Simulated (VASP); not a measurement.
# Fe (P6_3/mmc) in VASP: further runs, part 2 of 2

VASP 6.6.1. The steps go on from the part before.

## 5. Single point, LDA, collinear spin, ferromagnetic start

This run uses another cell than the first one, of 9.86 Å³/atom, 1.064 times its volume.

Input file INCAR:

```
SYSTEM = Fe
ALGO = Normal
EDIFF = 1E-7
ENCUT = 520
ISIF = 2
ISMEAR = -1
ISPIN = 2
LASPH = .True.
LCHARG = .False.
LMAXMIX = 4
LORBIT = 11
LREAL = .False.
LWAVE = .False.
MAGMOM = 3 3
NBANDS = 19
NELM = 150
PREC = Accurate
SIGMA = 0.05
```

Input file KPOINTS:

```
k-points
0
Gamma
  12 12 7
  0 0 0
```

Input file POSCAR:

```
Fe
1.0
    2.4341575853      0.0000000000      0.0000000000
   -1.2170787927      2.1080423057      0.0000000000
    0.0000000000      0.0000000000      3.8419344700
Fe
2
Direct
    0.6666666667      0.3333333333      0.7500000000
    0.3333333333      0.6666666667      0.2500000000
```

Potentials or basis: VASP PAW LDA potentials, release 64 (Fe).

On the command line:

```sh
$ cat potpaw_LDA.64/Fe/POTCAR > POTCAR
$ mpirun -np 1 vasp_std > vasp.out
```

OUTCAR:

```text
SYSTEM = Fe
   EDIFF = 1E-7
   ENCUT = 520
   ISIF = 2
   ISMEAR = -1
   ISPIN = 2
   LASPH = .True.
   LORBIT = 11
   LREAL = .False.
   NELM = 150
   PREC = Accurate

 ion  position               nearest neighbor table
   1  0.667  0.333  0.750-   2 2.38   2 2.38   2 2.38   2 2.38   2 2.38   2 2.38
   2  0.333  0.667  0.250-   1 2.38   1 2.38   1 2.38   1 2.38   1 2.38   1 2.38

  LATTYP: Found a hexagonal cell.
 ALAT       =     2.4341575853
 C/A-ratio  =     1.5783425417

  Lattice vectors:

 A1 = (   2.4341575853,   0.0000000000,   0.0000000000)
 A2 = (  -1.2170787927,   2.1080423057,   0.0000000000)
 A3 = (   0.0000000000,   0.0000000000,   3.8419344700)

Analysis of symmetry for initial positions (statically):
=====================================================================
 Subroutine PRICEL returns:
 Original cell was already a primitive cell.

 Routine SETGRP: Setting up the symmetry group for a
 hexagonal supercell.

 Subroutine GETGRP returns: Found 24 space group operations
 (whereof 12 operations were pure point group operations)
 out of a pool of 24 trial point group operations.

The static configuration has the point symmetry D_3d.
 The point group associated with its full space group is D_6h.

Analysis of symmetry for dynamics (positions and initial velocities):
=====================================================================
 Subroutine PRICEL returns:
 Original cell was already a primitive cell.

 Routine SETGRP: Setting up the symmetry group for a
 hexagonal supercell.

 Subroutine GETGRP returns: Found 24 space group operations
 (whereof 12 operations were pure point group operations)
 out of a pool of 24 trial point group operations.

The dynamic configuration has the point symmetry D_3d.
 The point group associated with its full space group is D_6h.

Analysis of structural, dynamic, and magnetic symmetry:
=====================================================================
 Subroutine PRICEL returns:
 Original cell was already a primitive cell.

 Routine SETGRP: Setting up the symmetry group for a
 hexagonal supercell.

[... 145 lines left out ...]

 Free energy of the ion-electron system (eV)
  ---------------------------------------------------
  ext. energy  EPLUGINS =         0.00000000
  ---------------------------------------------------
  free energy    TOTEN  =       -18.81462755 eV

  energy without entropy =      -18.79540826  energy(sigma->0) =      -18.80501791

 E-fermi :   7.1761     XC(G=0): -14.2669

 val. band max:        7.1544636643   @ k =   0.3333   0.3333   0.2857
 cond. band min:       7.1775139647   @ k =   0.3333   0.2500   0.2857
 fundamental gap:      0.0230503004
 Fermi energy:         7.1760673170

 spin component 1

 k-point     1 :       0.0000    0.0000    0.0000
  band No.  band energies     occupation
      1      -1.9047      1.00000
      2       2.0075      1.00000
      3       5.4029      1.00000
      4       5.4029      1.00000
      5       5.5486      1.00000
      6       5.8983      1.00000
[... 517 lines left out ...]
     18      31.4735      0.00000
     19      33.0454      0.00000

 [... further k-points ...]

 spin component 2

 k-point     1 :       0.0000    0.0000    0.0000
  band No.  band energies     occupation
      1      -1.9047      1.00000
      2       2.0075      1.00000
      3       5.4029      1.00000
      4       5.4029      1.00000
      5       5.5486      1.00000
      6       5.8982      1.00000
[... 517 lines left out ...]
     18      31.4735      0.00000
     19      33.0454      0.00000

 [... further k-points ...]
[... 5 lines left out ...]
  --------------------------------------------------------------------------------------
  -------------------------------------------------------------------------------------
  Total       -1.3582072     -1.3582072     -1.2387037      0.0000000      0.0000000      0.0000000
  in kB     -110.3821011   -110.3821011   -100.6699937      0.0000000      0.0000000      0.0000000
  external PRESSURE =    -107.1447320 kB  Pullay stress =       0.0000000 kB

 VOLUME and BASIS-vectors are now :
 -----------------------------------------------------------------------------
  energy-cutoff  :      520.00
  volume of cell :       19.71
      direct lattice vectors                 reciprocal lattice vectors
     2.434157585  0.000000000  0.000000000     0.410819746  0.237186891  0.000000000
    -1.217078793  2.108042306  0.000000000     0.000000000  0.474373781  0.000000000
     0.000000000  0.000000000  3.841934470     0.000000000  0.000000000  0.260285543

 POSITION                                       TOTAL-FORCE (eV/Angst)
 -----------------------------------------------------------------------------------
      1.21708      0.70268      2.88145        -0.000000      0.000000      0.000000
     -0.00000      1.40536      0.96048         0.000000     -0.000000      0.000000
 -----------------------------------------------------------------------------------
    total drift:                               -0.000000      0.000000     -0.000000

  FREE ENERGIE OF THE ION-ELECTRON SYSTEM (eV)
  ---------------------------------------------------
  free  energy   TOTEN  =       -18.8146275509 eV

  energy  without entropy=      -18.7954082594  energy(sigma->0) =      -18.80501791

 total charge

# of ion       s       p       d       tot
------------------------------------------
    1        0.553   0.665   6.388   7.606
    2        0.553   0.665   6.388   7.606
--------------------------------------------------
tot          1.106   1.330  12.775  15.211

 magnetization (x)

# of ion       s       p       d       tot
------------------------------------------
    1        0.000   0.000  -0.000  -0.000
    2        0.000   0.000  -0.000  -0.000
--------------------------------------------------
tot          0.000   0.000  -0.000  -0.000
```

stdout:

```text
POSCAR found type information on POSCAR Fe
 POSCAR found :  1 types and       2 ions
 scaLAPACK will be used
 LDA part: xc-table for (Slater(with rela. corr.)+CA(PZ))
 , standard interpolation
 POSCAR, INCAR and KPOINTS ok, starting setup
 FFT: planning ... GRIDC
 FFT: planning ... GRID_SOFT
 FFT: planning ... GRID
 WAVECAR not read
 entering main loop
```

It took 53 s on 1 thread of Intel Xeon Platinum 8488C (Sapphire Rapids), shared host; peak memory 0.15 GiB.

Results:

```
Free energy                                           : -18.8146 eV
Pressure                                              : -10.7 GPa
Band gap on the k mesh                                : zero (filled and empty bands overlap)
Net moment                                            : 0.00 μB per cell
Valence electrons inside the program's atomic spheres : Fe 7.61
```

Caveat: the starting moments collapsed, and a magnetic state may lie lower.

## 6. Single point, LDA, collinear spin, ferromagnetic start (volume scaled by 1.02)

Input file INCAR:

```
SYSTEM = Fe
PREC = Accurate ; ENCUT = 520
EDIFF = 1E-6 ; ISMEAR = -1
SIGMA = 0.05 ; LREAL = .False.
LASPH = .True. ; NELM = 150
ALGO = Normal ; ISIF = 2
LWAVE = .False. ; LCHARG = .False.
ISPIN = 2 ; MAGMOM = 3 3
LORBIT = 11 ; LMAXMIX = 4
NBANDS = 19
```

Input file KPOINTS:

```
regular mesh
0
Gamma
  12 12 7
  0 0 0
```

Input file POSCAR:

```
Fe
1.0
    2.4502783040      0.0000000000      0.0000000000
   -1.2251391521      2.1220032576      0.0000000000
    0.0000000000      0.0000000000      3.8673784861
Fe
2
Direct
    0.6666666667      0.3333333333      0.7500000000
    0.3333333333      0.6666666667      0.2500000000
```

Potentials or basis: VASP PAW LDA potentials, release 64 (Fe).

On the command line:

```sh
$ cat potpaw_LDA.64/Fe/POTCAR > POTCAR
$ mpirun -np 1 vasp_std > vasp.out
```

OUTCAR:

```text
SYSTEM = Fe
   PREC = Accurate
   ENCUT = 520
   EDIFF = 1E-6
   ISMEAR = -1
   LREAL = .False.
   LASPH = .True.
   NELM = 150
   ISIF = 2
   ISPIN = 2
   LORBIT = 11

 ion  position               nearest neighbor table
   1  0.667  0.333  0.750-   2 2.40   2 2.40   2 2.40   2 2.40   2 2.40   2 2.40
   2  0.333  0.667  0.250-   1 2.40   1 2.40   1 2.40   1 2.40   1 2.40   1 2.40

  LATTYP: Found a hexagonal cell.
 ALAT       =     2.4502783040
 C/A-ratio  =     1.5783425417

  Lattice vectors:

 A1 = (   2.4502783040,   0.0000000000,   0.0000000000)
 A2 = (  -1.2251391521,   2.1220032576,   0.0000000000)
 A3 = (   0.0000000000,   0.0000000000,   3.8673784861)

[... 1275 lines left out ...]
  energy-cutoff  :      520.00
  volume of cell :       20.11
      direct lattice vectors                 reciprocal lattice vectors
     2.450278304  0.000000000  0.000000000     0.408116906  0.235626405  0.000000000
    -1.225139152  2.122003258  0.000000000     0.000000000  0.471252811  0.000000000
     0.000000000  0.000000000  3.867378486     0.000000000  0.000000000  0.258573089

 POSITION                                       TOTAL-FORCE (eV/Angst)
 -----------------------------------------------------------------------------------
      1.22514      0.70733      2.90053         0.000000     -0.000000      0.000000
     -0.00000      1.41467      0.96684        -0.000000      0.000000      0.000000
 -----------------------------------------------------------------------------------
    total drift:                               -0.000000      0.000000     -0.000000

  FREE ENERGIE OF THE ION-ELECTRON SYSTEM (eV)
  ---------------------------------------------------
  free  energy   TOTEN  =       -18.7812190490 eV

  energy  without entropy=      -18.7614461210  energy(sigma->0) =      -18.77133259

 total charge

# of ion       s       p       d       tot
------------------------------------------
    1        0.543   0.644   6.366   7.553
    2        0.543   0.644   6.366   7.553
--------------------------------------------------
tot          1.085   1.288  12.733  15.107

 magnetization (x)

# of ion       s       p       d       tot
------------------------------------------
    1        0.000   0.000  -0.000  -0.000
    2        0.000   0.000  -0.000  -0.000
--------------------------------------------------
tot          0.000   0.000  -0.000  -0.000
```

It took 57 s on 1 thread of Intel Xeon Platinum 8488C (Sapphire Rapids), shared host; peak memory 0.15 GiB.

What came out:

- Free energy: -18.7812 eV
- Pressure: -16.4 GPa
- Band gap on the k mesh: zero (filled and empty bands overlap)
- Net moment: 0.00 μB per cell
- Valence electrons inside the program's atomic spheres: Fe 7.55

Caveat: the cell differs from its parent crystal (volume scaled by 1.02); the starting moments collapsed, and a magnetic state may lie lower.
